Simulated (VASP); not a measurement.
Here is a VASP 6.6.1 calculation.

Contents of INCAR:

```
  ALGO = Normal
  EDIFF = 1E-6
  ENCUT = 520
  ISIF = 2
  ISMEAR = 0
  LASPH = True
  LCHARG = True
  LELF = True
  LREAL = False
  LVHAR = True
  LWAVE = False
  NBANDS = 15
  NELM = 60
  PREC = Accurate
  SIGMA = 0.05
```

The input KPOINTS:

```
k-points
0
Gamma
  9 9 9
```

POSCAR

```
CaSe
1.0
    0.0000000000      2.9702381052      2.9702381052
    2.9702381052      0.0000000000      2.9702381052
    2.9702381052      2.9702381052      0.0000000000
Ca Se
1 1
Direct
    0.0000000000      0.0000000000      0.0000000000
    0.5000000000      0.5000000000      0.5000000000
```

Potentials or basis: VASP PAW LDA potentials, release 64 (Ca_sv, Se).

Launch:

```console
$ cat potpaw_LDA.64/Ca_sv/POTCAR potpaw_LDA.64/Se/POTCAR > POTCAR
$ mpirun -np 1 vasp_std > vasp.out
```

(1) Estimate the pressure.

(2) What does it give for the band gap on the k mesh?

Results:

(1) -3.5 GPa.

(2) 1.93 eV (least direct gap 2.85 eV).

Caveat: the cell stands under tension; an odd mesh through Γ misses points on the zone boundary, where band edges can lie.
